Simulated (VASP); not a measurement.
# BaTe (Fm-3m) in VASP: further runs

The runs below take BaTe through single point, with PBE+D3(BJ).

All numbers are computed with VASP 6.6.1; they aren't measurements. Logs are shortened: lines on timing, memory, paths and dates and some standing lists are left out, and cuts for length are marked.

### Step 1. The cell of the first run

Symmetry: Fm-3m, No. 225, cubic system. Conventional cell: a = 6.633 Å, b = 6.633 Å, c = 6.633 Å, α = 90.00°, β = 90.00°, γ = 90.00°. Ba (site symmetry m-3m) has 6 Te at 3.32 Å within 4.4 Å. Within 4.4 Å of Te (site symmetry m-3m) lie 6 Ba at 3.32 Å.

### Step 2. Single point, PBE+D3(BJ)

INCAR reads:

```
PREC = Accurate
ENCUT = 500
EDIFF = 1E-6
ISMEAR = 0
SIGMA = 0.01
LREAL = F
LASPH = T
NELM = 120
ALGO = Normal
ISIF = 2
LWAVE = F
LCHARG = F
GGA = PE
IVDW = 12
NBANDS = 15
GGA_COMPAT = F
```

KPOINTS reads:

```
regular mesh
0
Gamma
  4 4 4
```

POSCAR reads:

```
BaTe
1.0
    0.0000000000      3.3165278974      3.3165278974
    3.3165278974      0.0000000000      3.3165278974
    3.3165278974      3.3165278974      0.0000000000
Ba Te
1 1
Direct
    0.0000000000      0.0000000000      0.0000000000
    0.5000000000      0.5000000000      0.5000000000
```

Potentials or basis: VASP PAW PBE potentials, release 64 (Ba_sv, Te).

On the command line:

```
$ cat potpaw_PBE.64/Ba_sv/POTCAR potpaw_PBE.64/Te/POTCAR > POTCAR
$ mpirun -np 1 vasp_std > vasp.out
```

OUTCAR:

```text
PREC = Accurate
   ENCUT = 500
   EDIFF = 1E-6
   ISMEAR = 0
   LREAL = F
   LASPH = T
   NELM = 120
   ISIF = 2
   GGA = PE
   IVDW = 12
 IVDW          = 12

 ion  position               nearest neighbor table
   1  0.000  0.000  0.000-   2 3.32   2 3.32   2 3.32   2 3.32   2 3.32   2 3.32
   2  0.500  0.500  0.500-   1 3.32   1 3.32   1 3.32   1 3.32   1 3.32   1 3.32

  LATTYP: Found a face centered cubic cell.
 ALAT       =     6.6330557948

  Lattice vectors:

 A1 = (   0.0000000000,   3.3165278974,   3.3165278974)
 A2 = (   3.3165278974,   0.0000000000,   3.3165278974)
 A3 = (   3.3165278974,   3.3165278974,   0.0000000000)

Analysis of symmetry for initial positions (statically):
=====================================================================
 Subroutine PRICEL returns:
 Original cell was already a primitive cell.

 Routine SETGRP: Setting up the symmetry group for a
 face centered cubic supercell.

 Subroutine GETGRP returns: Found 48 space group operations
 (whereof 48 operations were pure point group operations)
 out of a pool of 48 trial point group operations.

The static configuration has the point symmetry O_h .

Analysis of symmetry for dynamics (positions and initial velocities):
=====================================================================
 Subroutine PRICEL returns:
 Original cell was already a primitive cell.

 Routine SETGRP: Setting up the symmetry group for a
 face centered cubic supercell.

 Subroutine GETGRP returns: Found 48 space group operations
 (whereof 48 operations were pure point group operations)
 out of a pool of 48 trial point group operations.

The dynamic configuration has the point symmetry O_h .

 Subroutine INISYM returns: Found 48 space group operations
 (whereof 48 operations are pure point group operations),
 and found     1 'primitive' translations

----------------------------------------------------------------------------------------

                                     Primitive cell

  volume of cell :      72.9594

  direct lattice vectors                    reciprocal lattice vectors
     0.000000000  3.316527897  3.316527897    -0.150760077  0.150760077  0.150760077
     3.316527897  0.000000000  3.316527897     0.150760077 -0.150760077  0.150760077
     3.316527897  3.316527897  0.000000000     0.150760077  0.150760077 -0.150760077

  length of vectors
     4.690278732  4.690278732  4.690278732     0.261124112  0.261124112  0.261124112

  position of ions in fractional coordinates (direct lattice)
     0.000000000  0.000000000  0.000000000
     0.500000000  0.500000000  0.500000000

  ion indices of the primitive-cell ions
   primitive index   ion index
                 1           1
                 2           2

----------------------------------------------------------------------------------------

 KPOINTS: regular mesh

Automatic generation of k-mesh.
 Grid dimensions read from file:
 generate k-points for:    4    4    4

 Generating k-lattice:

  Cartesian coordinates                     Fractional coordinates (reciprocal lattice)
    -0.037690019  0.037690019  0.037690019     0.250000000  0.000000000  0.000000000
     0.037690019 -0.037690019  0.037690019     0.000000000  0.250000000  0.000000000
     0.037690019  0.037690019 -0.037690019     0.000000000  0.000000000  0.250000000

  Length of vectors
     0.065281028  0.065281028  0.065281028

  Shift w.r.t. Gamma in fractional coordinates (k-lattice)
     0.000000000  0.000000000  0.000000000

 Subroutine IBZKPT returns following result:
 ===========================================

 Found      8 irreducible k-points:

 Following reciprocal coordinates:
            Coordinates               Weight
  0.000000  0.000000  0.000000      1.000000
  0.250000  0.000000  0.000000      8.000000
  0.500000  0.000000  0.000000      4.000000
  0.250000  0.250000  0.000000      6.000000
  0.500000  0.250000  0.000000     24.000000
 -0.250000  0.250000  0.000000     12.000000
  0.500000  0.500000  0.000000      3.000000
 -0.250000  0.500000  0.250000      6.000000
   k-points           NKPTS =      8   k-points in BZ     NKDIM =      8   number of bands    NBANDS=     15
   number of dos      NEDOS =    301   number of ions     NIONS =      2
   total plane-waves  NPLWV =  46656
   dimension x,y,z NGX =    36 NGY =   36 NGZ =   36
   dimension x,y,z NGXF=    72 NGYF=   72 NGZF=   72
   ions per type =               1   1
   NGX,Y,Z   is equivalent  to a cutoff of  12.76, 12.76, 12.76 a.u.
   NGXF,Y,Z  is equivalent  to a cutoff of  25.52, 25.52, 25.52 a.u.
 SYSTEM =  unknown system
   PREC   = accura    normal or accurate (medium, high low for compatibility)
   ISTART =      0    job   : 0-new  1-cont  2-samecut
   ICHARG =      2    charge: 1-file 2-atom 10-const
   ISPIN  =      1    spin polarized calculation?
   LNONCOLLINEAR =      F non collinear calculations
   LSORBIT =      F    spin-orbit coupling
   LASPH  =      T    aspherical Exc in radial PAW
   ENCUT  =  500.0 eV  36.75 Ry    6.06 a.u.   8.55  8.55  8.55*2*pi/ulx,y,z
   NELM   =    120;   NELMIN=  2; NELMDL= -5     # of ELM steps
   EDIFF  = 0.1E-05   stopping-criterion for ELM
   LREAL  =      F    real-space projection
   EDIFFG = 0.1E-04   stopping-criterion for IOM
   NSW    =      0    number of steps for IOM
   IBRION =     -1    ionic relax: 0-MD 1-quasi-New 2-CG
   NFREE  =      0    steps in history (QN), initial steepest desc. (CG)
   ISIF   =      2    stress and relaxation
   ISYM   =      2    0-nonsym 1-usesym 2-fastsym
   POTIM  = 0.5000    time-step for ionic-motion
   TEBEG  =    0.0;   TEEND  =   0.0 temperature during run
   PSTRESS=    0.0 pullay stress
   NELECT =      16.0000    total number of electrons
   NUPDOWN=      -1.0000    fix difference up-down
   EMIN   =  10.00;   EMAX   =-10.00  energy-range for DOS
   EFERMI =   0.00;   METHOD = LEGACY
   ISMEAR =     0;   SIGMA  =   0.01  broadening in eV -4-tet -1-fermi 0-gaus
   EFERMI_NEDOS =   21; number of points for ismear=-14 and -15
   IALGO  =     38    algorithm
   IMIX   =      4    mixing-type and parameters
     AMIX     =   0.40;   BMIX     =  1.00
     AMIX_MAG =   1.60;   BMIX_MAG =  1.00
  volume/ion in A,a.u.               =      36.48       246.18
  Fermi-wavevector in a.u.,A,eV,Ry     =   0.987236  1.865606 13.260725  0.974636
  Thomas-Fermi vector in A             =   2.118676
   LORBIT       =      0    0 simple, 1 ext, 2 COOP (PROOUT), +10 PAW based schemes
   GGA     = PE    functional components
   LHFCALC =     F    Hartree Fock is set to
   AEXX    =    0.0000 exact exchange contribution
   IVDW    =    12    specifies the selected vdW correction
   LEPSILON=     F    determine dielectric tensor
   LRPA    =     F    only Hartree local field effects (RPA)
 non-spin polarized calculation
 Gauss-broadening in eV      SIGMA  =   0.01
  energy-cutoff  :      500.00
  volume of cell :       72.96
 maximum number of plane-waves:      1880
 NGX is ok and might be reduce to    36
   NGX = 17   NGY = 17   NGZ = 17

 number of electron      16.0000000 magnetization

 Free energy of the ion-electron system (eV)
  ---------------------------------------------------
  ext. energy  EPLUGINS =         0.00000000
  ---------------------------------------------------
  free energy    TOTEN  =        -8.24290342 eV

  energy without entropy =       -8.24290342  energy(sigma->0) =       -8.24290342

 E-fermi :   3.4660     XC(G=0):  -8.9103

 val. band max:        3.4207232105   @ k =   0.0000   0.0000   0.0000
 cond. band min:       4.4930765249   @ k =   0.5000   0.5000   0.0000
 fundamental gap:      1.0723533144
 Fermi energy:         3.4660499958

 k-point     1 :       0.0000    0.0000    0.0000
  band No.  band energies     occupation
      1     -23.2590      2.00000
      2      -8.4520      2.00000
      3      -8.4520      2.00000
      4      -8.4520      2.00000
      5      -6.5230      2.00000
      6       3.4207      2.00000
      7       3.4207      2.00000
      8       3.4207      2.00000
      9       6.1682      0.00000
     10       6.1682      0.00000
     11       6.1682      0.00000
     12       6.9753      0.00000
     13       6.9753      0.00000
     14       7.0092      0.00000
     15      10.3497      0.00000

 k-point     2 :       0.2500    0.0000    0.0000
  band No.  band energies     occupation
      1     -23.2429      2.00000
      2      -8.9584      2.00000
      3      -8.4596      2.00000
      4      -8.4596      2.00000
      5      -5.8058      2.00000
      6       1.7688      2.00000
      7       2.4964      2.00000
      8       2.4964      2.00000
      9       6.4938      0.00000
     10       7.0274      0.00000
     11       7.0274      0.00000
     12       8.9380      0.00000
     13       8.9380      0.00000
     14       9.0877      0.00000
     15      12.2216      0.00000

 k-point     3 :       0.5000    0.0000    0.0000
  band No.  band energies     occupation
      1     -23.2266      2.00000
      2      -9.3087      2.00000
      3      -8.4670      2.00000
      4      -8.4670      2.00000
      5      -5.2020      2.00000
      6       0.6880      2.00000
      7       1.9085      2.00000
      8       1.9085      2.00000
      9       7.8010      0.00000
     10       8.5373      0.00000
     11       8.5973      0.00000
     12       8.5973      0.00000
     13      10.7402      0.00000
     14      10.7402      0.00000
     15      11.9666      0.00000
[... 55 lines left out ...]
 k-point     7 :       0.5000    0.5000    0.0000
  band No.  band energies     occupation
      1     -23.2161      2.00000
      2      -8.8545      2.00000
      3      -8.6119      2.00000
      4      -8.6119      2.00000
      5      -6.2805      2.00000
      6       2.2823      2.00000
      7       3.0587      2.00000
      8       3.0587      2.00000
      9       4.4931      0.00000
     10       8.0711      0.00000
     11       8.8100      0.00000
     12       9.6814      0.00000
     13       9.6814      0.00000
     14       9.7943      0.00000
     15      11.9473      0.00000

 k-point     8 :      -0.2500    0.5000    0.2500
  band No.  band energies     occupation
      1     -23.2160      2.00000
      2      -8.7915      2.00000
      3      -8.7346      2.00000
      4      -8.7346      2.00000
      5      -5.8446      2.00000
      6       1.8023      2.00000
      7       2.3944      2.00000
      8       2.3944      2.00000
      9       6.9270      0.00000
     10       6.9270      0.00000
     11       8.7113      0.00000
     12       9.2012      0.00000
     13       9.6994      0.00000
     14      12.6633      0.00000
     15      12.8204      0.00000

------------------------ aborting loop because EDIFF is reached ----------------------------------------

 Edisp (eV)   -0.74224

 E8    (eV) :    -0.3830

  FORCE on cell =-STRESS in cart. coord.  units (eV):
  Direction    XX          YY          ZZ          XY          YZ          ZX
  --------------------------------------------------------------------------------------
  -------------------------------------------------------------------------------------
  Total       3.26547     3.26547     3.26547     0.00000    -0.00000    -0.00000
  in kB      71.70928    71.70928    71.70928     0.00000    -0.00000    -0.00000
  external pressure =       71.71 kB  Pullay stress =        0.00 kB

 VOLUME and BASIS-vectors are now :
 -----------------------------------------------------------------------------
  energy-cutoff  :      500.00
  volume of cell :       72.96
      direct lattice vectors                 reciprocal lattice vectors
     0.000000000  3.316527897  3.316527897    -0.150760077  0.150760077  0.150760077
     3.316527897  0.000000000  3.316527897     0.150760077 -0.150760077  0.150760077
     3.316527897  3.316527897  0.000000000     0.150760077  0.150760077 -0.150760077

 POSITION                                       TOTAL-FORCE (eV/Angst)
 -----------------------------------------------------------------------------------
      0.00000      0.00000      0.00000         0.000000      0.000000      0.000000
      3.31653      3.31653      3.31653        -0.000000     -0.000000     -0.000000
 -----------------------------------------------------------------------------------
    total drift:                                0.000000      0.000000      0.000000

  FREE ENERGIE OF THE ION-ELECTRON SYSTEM (eV)
  ---------------------------------------------------
  free  energy   TOTEN  =        -8.9851429469 eV

  energy  without entropy=       -8.9851429469  energy(sigma->0) =       -8.98514295
```

Wall time 11 s (1 thread of Intel Xeon 6455B, shared host); peak memory 0.21 GiB.

Results:

- Free energy: -8.9851 eV
- Pressure: 7.2 GPa
- Band gap on the k mesh: 1.07 eV, indirect (least direct gap 1.43 eV)
- Dispersion energy per atom: -0.371 eV

Levels at points of the mesh, in eV from the valence-band top:
```csv
k point,band 6,band 7,band 8,band 9,band 10,band 11
"(0.00, 0.00, 0.00)",0.00,0.00,0.00,2.75,2.75,2.75
"(0.50, 0.00, 0.00)",-2.73,-1.51,-1.51,4.38,5.12,5.18
"(0.50, 0.50, 0.00)",-1.14,-0.36,-0.36,1.07,4.65,5.39
```

Caveat: spin-orbit coupling is left out, which moves the levels of the heavy elements. Expect the measured gap to be larger: semilocal functionals such as PBE lack the derivative discontinuity.

(Continued in part 2 of 2.)
